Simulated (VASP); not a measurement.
# Zn (Fm-3m) in VASP: a series of runs

Zn is run at these levels: r2SCAN; tasks: single point.

All numbers are computed with VASP 6.6.1; they aren't measurements. Logs are shortened: lines on timing, memory, paths and dates and some standing lists are left out, and cuts for length are marked.

### 1 The cell of the first run

It takes space group Fm-3m (No. 225, cubic). Conventional cell: a = 3.930 Å, b = 3.930 Å, c = 3.930 Å, α = 90.00°, β = 90.00°, γ = 90.00°. Within 3.7 Å of Zn (site symmetry m-3m) lie 12 Zn at 2.78 Å.

### 2 Single point, r2SCAN

The input, POSCAR:

```
Zn
1.0
    0.0000000000      1.9647760000      1.9647760000
    1.9647760000      0.0000000000      1.9647760000
    1.9647760000      1.9647760000      0.0000000000
Zn
1
Direct
    0.0000000000      0.0000000000      0.0000000000
```

The input, INCAR.step1:

```
  PREC = Accurate
  ENCUT = 520
  ISMEAR = 0
  SIGMA = 0.1
  LREAL = False
  LASPH = True
  NELM = 60
  NBANDS = 12
  GGA = PE
  ALGO = Normal
  EDIFF = 1E-4
  LWAVE = True
  LCHARG = False
```

The input, INCAR.step2:

```
  PREC = Accurate
  ENCUT = 520
  EDIFF = 1E-6
  ISMEAR = 0
  SIGMA = 0.1
  LREAL = False
  LASPH = True
  NELM = 60
  ALGO = Normal
  ISIF = 2
  LWAVE = False
  LCHARG = True
  METAGGA = R2SCAN
  LMIXTAU = True
  LELF = True
  LVHAR = True
  NBANDS = 12
  ISTART = 1
```

The input, KPOINTS:

```
Automatic mesh
0
Gamma
  10 10 10
```

Potentials or basis: VASP PAW PBE potentials, release 64 (Zn).

The run is started by

```
cat potpaw_PBE.64/Zn/POTCAR > POTCAR
cp INCAR.step1 INCAR
mpirun -np 1 vasp_std > vasp.out
cp INCAR.step2 INCAR
mpirun -np 1 vasp_std > vasp.out
```

OUTCAR:

```text
PREC = Accurate
   ENCUT = 520
   EDIFF = 1E-6
   ISMEAR = 0
   LREAL = False
   LASPH = True
   NELM = 60
   ISIF = 2
   METAGGA = R2SCAN
   ISTART = 1

 ion  position               nearest neighbor table
   1  0.000  0.000  0.000-

  LATTYP: Found a face centered cubic cell.
 ALAT       =     3.9295520000

  Lattice vectors:

 A1 = (   0.0000000000,   1.9647760000,   1.9647760000)
 A2 = (   1.9647760000,   0.0000000000,   1.9647760000)
 A3 = (   1.9647760000,   1.9647760000,   0.0000000000)

Analysis of symmetry for initial positions (statically):
=====================================================================
 Subroutine PRICEL returns:
 Original cell was already a primitive cell.

 Routine SETGRP: Setting up the symmetry group for a
 face centered cubic supercell.

 Subroutine GETGRP returns: Found 48 space group operations
 (whereof 48 operations were pure point group operations)
 out of a pool of 48 trial point group operations.

The static configuration has the point symmetry O_h .

Analysis of symmetry for dynamics (positions and initial velocities):
=====================================================================
 Subroutine PRICEL returns:
 Original cell was already a primitive cell.

 Routine SETGRP: Setting up the symmetry group for a
 face centered cubic supercell.

 Subroutine GETGRP returns: Found 48 space group operations
 (whereof 48 operations were pure point group operations)
 out of a pool of 48 trial point group operations.

The dynamic configuration has the point symmetry O_h .

 Subroutine INISYM returns: Found 48 space group operations
 (whereof 48 operations are pure point group operations),
 and found     1 'primitive' translations

----------------------------------------------------------------------------------------

                                     Primitive cell

  volume of cell :      15.1694

  direct lattice vectors                    reciprocal lattice vectors
     0.000000000  1.964776000  1.964776000    -0.254481936  0.254481936  0.254481936
     1.964776000  0.000000000  1.964776000     0.254481936 -0.254481936  0.254481936
     1.964776000  1.964776000  0.000000000     0.254481936  0.254481936 -0.254481936

  length of vectors
     2.778612866  2.778612866  2.778612866     0.440775643  0.440775643  0.440775643

  position of ions in fractional coordinates (direct lattice)
     0.000000000  0.000000000  0.000000000

  ion indices of the primitive-cell ions
   primitive index   ion index
                 1           1

----------------------------------------------------------------------------------------

 KPOINTS: Automatic mesh

Automatic generation of k-mesh.
 Grid dimensions read from file:
 generate k-points for:   10   10   10

 Generating k-lattice:

  Cartesian coordinates                     Fractional coordinates (reciprocal lattice)
    -0.025448194  0.025448194  0.025448194     0.100000000  0.000000000  0.000000000
     0.025448194 -0.025448194  0.025448194     0.000000000  0.100000000  0.000000000
     0.025448194  0.025448194 -0.025448194     0.000000000  0.000000000  0.100000000

  Length of vectors
     0.044077564  0.044077564  0.044077564

  Shift w.r.t. Gamma in fractional coordinates (k-lattice)
     0.000000000  0.000000000  0.000000000

 Subroutine IBZKPT returns following result:
 ===========================================

 Found     47 irreducible k-points:

 Following reciprocal coordinates:
            Coordinates               Weight
  0.000000  0.000000  0.000000      1.000000
  0.100000  0.000000  0.000000      8.000000
  0.200000  0.000000  0.000000      8.000000
  0.300000  0.000000  0.000000      8.000000
  0.400000  0.000000  0.000000      8.000000
  0.500000  0.000000  0.000000      4.000000
[... 16 lines left out ...]
  0.300000  0.300000  0.000000      6.000000
  0.400000  0.300000  0.000000     24.000000
 [... further k-points ...]
   k-points           NKPTS =     47   k-points in BZ     NKDIM =     47   number of bands    NBANDS=     12
   number of dos      NEDOS =    301   number of ions     NIONS =      1
   total plane-waves  NPLWV =  13824
   dimension x,y,z NGX =    24 NGY =   24 NGZ =   24
   dimension x,y,z NGXF=    48 NGYF=   48 NGZF=   48
   ions per type =               1
   NGX,Y,Z   is equivalent  to a cutoff of  14.36, 14.36, 14.36 a.u.
   NGXF,Y,Z  is equivalent  to a cutoff of  28.72, 28.72, 28.72 a.u.
 SYSTEM =  unknown system
   PREC   = accura    normal or accurate (medium, high low for compatibility)
   ISTART =      1    job   : 0-new  1-cont  2-samecut
   ICHARG =      0    charge: 1-file 2-atom 10-const
   ISPIN  =      1    spin polarized calculation?
   LNONCOLLINEAR =      F non collinear calculations
   LSORBIT =      F    spin-orbit coupling
   LASPH  =      T    aspherical Exc in radial PAW
   ENCUT  =  520.0 eV  38.22 Ry    6.18 a.u.   5.17  5.17  5.17*2*pi/ulx,y,z
   NELM   =     60;   NELMIN=  2; NELMDL=  0     # of ELM steps
   EDIFF  = 0.1E-05   stopping-criterion for ELM
   LREAL  =      F    real-space projection
   EDIFFG = 0.1E-04   stopping-criterion for IOM
   NSW    =      0    number of steps for IOM
   IBRION =     -1    ionic relax: 0-MD 1-quasi-New 2-CG
   NFREE  =      0    steps in history (QN), initial steepest desc. (CG)
   ISIF   =      2    stress and relaxation
   ISYM   =      2    0-nonsym 1-usesym 2-fastsym
   POTIM  = 0.5000    time-step for ionic-motion
   TEBEG  =    0.0;   TEEND  =   0.0 temperature during run
   PSTRESS=    0.0 pullay stress
   NELECT =      12.0000    total number of electrons
   NUPDOWN=      -1.0000    fix difference up-down
   EMIN   =  10.00;   EMAX   =-10.00  energy-range for DOS
   EFERMI =   0.00;   METHOD = LEGACY
   ISMEAR =     0;   SIGMA  =   0.10  broadening in eV -4-tet -1-fermi 0-gaus
   EFERMI_NEDOS =   21; number of points for ismear=-14 and -15
   IALGO  =     38    algorithm
   IMIX   =      4    mixing-type and parameters
     AMIX     =   0.40;   BMIX     =  1.00
     AMIX_MAG =   1.60;   BMIX_MAG =  1.00
  volume/ion in A,a.u.               =      15.17       102.37
  Fermi-wavevector in a.u.,A,eV,Ry     =   1.514069  2.861175 31.190044  2.292404
  Thomas-Fermi vector in A             =   2.623775
   LORBIT       =      0    0 simple, 1 ext, 2 COOP (PROOUT), +10 PAW based schemes
   METAGGA = R2SCAN    functional components
   LHFCALC =     F    Hartree Fock is set to
   AEXX    =    0.0000 exact exchange contribution
   IVDW    =     0    specifies the selected vdW correction
   LEPSILON=     F    determine dielectric tensor
   LRPA    =     F    only Hartree local field effects (RPA)
 non-spin polarized calculation
 Gauss-broadening in eV      SIGMA  =   0.10
  energy-cutoff  :      520.00
  volume of cell :       15.17
 maximum number of plane-waves:       423
 NGX is ok and might be reduce to    24
   NGX = 11   NGY = 11   NGZ = 11

 number of electron      12.0000008 magnetization

 Free energy of the ion-electron system (eV)
  ---------------------------------------------------
  ext. energy  EPLUGINS =         0.00000000
  ---------------------------------------------------
  free energy    TOTEN  =        -8.85888465 eV

  energy without entropy =       -8.85609268  energy(sigma->0) =       -8.85748867

 E-fermi :   3.1061     XC(G=0): -12.6754

 val. band max:        3.0641906764   @ k =  -0.4000   0.3000   0.0000
 cond. band min:       3.3573957399   @ k =  -0.4000   0.3000   0.0000
 fundamental gap:      0.2932050635
 Fermi energy:         3.1060735395

 k-point     1 :       0.0000    0.0000    0.0000
  band No.  band energies     occupation
      1      -7.8775      2.00000
      2      -4.9882      2.00000
      3      -4.9882      2.00000
      4      -4.9882      2.00000
      5      -4.6026      2.00000
      6      -4.6026      2.00000
      7      22.3110      0.00000
      8      22.3110      0.00000
      9      22.3110      0.00000
     10      22.6578      0.00000
     11      24.7892      0.00000
     12      24.7892      0.00000

 k-point     2 :       0.1000    0.0000    0.0000
  band No.  band energies     occupation
      1      -7.5631      2.00000
      2      -5.0117      2.00000
      3      -4.9554      2.00000
      4      -4.9553      2.00000
      5      -4.6108      2.00000
      6      -4.6108      2.00000
      7      18.0448      0.00000
      8      21.3901      0.00000
      9      21.3901      0.00000
     10      22.4404      0.00000
     11      26.2496      0.00000
     12      26.2496      0.00000

 k-point     3 :       0.2000    0.0000    0.0000
  band No.  band energies     occupation
      1      -6.6885      2.00000
      2      -4.9991      2.00000
      3      -4.9066      2.00000
      4      -4.9065      2.00000
      5      -4.5930      2.00000
      6      -4.5929      2.00000
      7      13.0039      0.00000
      8      20.2614      0.00000
      9      20.2614      0.00000
     10      22.1430      0.00000
     11      27.0171      0.00000
     12      27.0172      0.00000

 k-point     4 :       0.3000    0.0000    0.0000
  band No.  band energies     occupation
      1      -5.8632      2.00000
      2      -4.9257      2.00000
      3      -4.9256      2.00000
      4      -4.4869      2.00000
      5      -4.4867      2.00000
      6      -4.3095      2.00000
      7       8.4068      0.00000
      8      19.5313      0.00000
      9      19.5314      0.00000
     10      21.7609      0.00000
     11      24.7274      0.00000
     12      24.7275      0.00000

 k-point     5 :       0.4000    0.0000    0.0000
  band No.  band energies     occupation
      1      -5.7454      2.00000
      2      -4.9731      2.00000
      3      -4.9730      2.00000
      4      -4.3650      2.00000
      5      -4.3649      2.00000
      6      -2.2773      2.00000
      7       4.3686      0.00000
      8      19.1970      0.00000
      9      19.1972      0.00000
     10      21.4234      0.00000
     11      23.1974      0.00000
     12      23.1977      0.00000
[... 228 lines left out ...]
      1      -5.3643      2.00000
      2      -5.0711      2.00000
      3      -4.8297      2.00000
      4      -4.7824      2.00000
      5      -4.5316      2.00000
      6      -1.7473      2.00000
      7       6.6710      0.00000
      8      10.8589      0.00000
      9      17.9251      0.00000
     10      19.9952      0.00000
     11      27.0009      0.00000
     12      27.6650      0.00000

 k-point    22 :      -0.2000    0.2000    0.0000
  band No.  band energies     occupation
      1      -5.4165      2.00000
      2      -5.1538      2.00000
      3      -4.8975      2.00000
      4      -4.7416      2.00000
      5      -4.7036      2.00000
      6      -3.5184      2.00000
      7      10.6115      0.00000
      8      11.2640      0.00000
      9      20.1639      0.00000
     10      21.7827      0.00000
     11      26.2357      0.00000
     12      26.8155      0.00000

 k-point    23 :       0.3000    0.3000    0.0000
  band No.  band energies     occupation
      1      -5.5618      2.00000
      2      -5.4063      2.00000
      3      -4.5311      2.00000
      4      -4.5310      2.00000
      5      -4.4249      2.00000
      6      -3.5199      2.00000
      7      13.5244      0.00000
      8      13.9627      0.00000
      9      13.9627      0.00000
     10      16.5191      0.00000
     11      18.0062      0.00000
     12      36.9747      0.00000

 k-point    24 :       0.4000    0.3000    0.0000
  band No.  band energies     occupation
      1      -5.5279      2.00000
      2      -5.4475      2.00000
      3      -4.5361      2.00000
      4      -4.5105      2.00000
      5      -4.3311      2.00000
      6      -1.9655      2.00000
      7      10.5142      0.00000
      8      11.0615      0.00000
      9      13.3237      0.00000
     10      16.7753      0.00000
     11      19.7221      0.00000
     12      34.7778      0.00000

 [... further k-points ...]
[... 5 lines left out ...]
  --------------------------------------------------------------------------------------
  -------------------------------------------------------------------------------------
  Total       -0.4167927     -0.4167927     -0.4167927      0.0000000     -0.0000000     -0.0000000
  in kB      -44.0211639    -44.0211639    -44.0211639      0.0000000     -0.0000000     -0.0000000
  external PRESSURE =     -44.0211639 kB  Pullay stress =       0.0000000 kB

 VOLUME and BASIS-vectors are now :
 -----------------------------------------------------------------------------
  energy-cutoff  :      520.00
  volume of cell :       15.17
      direct lattice vectors                 reciprocal lattice vectors
     0.000000000  1.964776000  1.964776000    -0.254481936  0.254481936  0.254481936
     1.964776000  0.000000000  1.964776000     0.254481936 -0.254481936  0.254481936
     1.964776000  1.964776000  0.000000000     0.254481936  0.254481936 -0.254481936

 POSITION                                       TOTAL-FORCE (eV/Angst)
 -----------------------------------------------------------------------------------
      0.00000      0.00000      0.00000         0.000000     -0.000000      0.000000
 -----------------------------------------------------------------------------------
    total drift:                                0.000000      0.000000     -0.000000

  FREE ENERGIE OF THE ION-ELECTRON SYSTEM (eV)
  ---------------------------------------------------
  free  energy   TOTEN  =        -8.8588846472 eV

  energy  without entropy=       -8.8560926831  energy(sigma->0) =       -8.85748867
```

It took 13 s on 1 thread of Intel Xeon 6975P-C (Granite Rapids), shared host; peak memory 0.14 GiB.

What came out:

* Free energy: -8.8589 eV
* Pressure: -4.4 GPa
* Band gap on the k mesh: zero (band 6 reaches 4.13 eV, above the bottom of band 7 at 1.59 eV)

Caveat: the PAW data sets were made with another functional, which shifts forces and pressure a little.

### 3 Single point, r2SCAN

POSCAR is that of step 2.

The input, INCAR.step1:

```
SYSTEM = Zn
PREC = Accurate
ENCUT = 520
ISMEAR = 0
SIGMA = 0.05
LREAL = .FALSE.
LASPH = .TRUE.
NELM = 60
NBANDS = 12
GGA = PE
ALGO = Normal
EDIFF = 1E-4
LWAVE = .TRUE.
LCHARG = .FALSE.
```

The input, INCAR.step2:

```
SYSTEM = Zn
PREC = Accurate
ENCUT = 520
EDIFF = 1E-6
ISMEAR = 0
SIGMA = 0.05
LREAL = .FALSE.
LASPH = .TRUE.
NELM = 60
ALGO = Normal
ISIF = 2
LWAVE = .FALSE.
LCHARG = .FALSE.
METAGGA = R2SCAN
LMIXTAU = .TRUE.
NBANDS = 12
ISTART = 1
```

The input, KPOINTS:

```
regular mesh
0
G
  10 10 10
  0 0 0
```

Potentials or basis: VASP PAW PBE potentials, release 64 (Zn).

The run is started by

```
cat potpaw_PBE.64/Zn/POTCAR > POTCAR
cp INCAR.step1 INCAR
mpirun -np 1 vasp_std > vasp.out
cp INCAR.step2 INCAR
mpirun -np 1 vasp_std > vasp.out
```

Wall time 13 s (1 thread of Intel Xeon 6975P-C (Granite Rapids), shared host); peak memory 0.14 GiB.

The run converged. Its results:

```yaml
Free_energy: -8.8575 eV
Pressure: -4.4 GPa
Band_gap_on_the_k_mesh: zero (band 6 reaches 4.13 eV, above the bottom of band 7 at 1.59 eV)
```

Levels at points of the mesh, in eV from the Fermi level:
```
           k point  band 4  band 5  band 6  band 7  band 8  band 9
(0.00, 0.00, 0.00)   -8.07   -7.69   -7.69   19.23   19.23   19.23
(0.50, 0.00, 0.00)   -7.40   -7.40   -3.21   -1.49   16.04   16.04
(0.50, 0.50, 0.00)   -7.33   -7.33   -1.23    1.81    8.81    8.81
```

Caveat: the PAW data sets were made with another functional, which shifts forces and pressure a little.
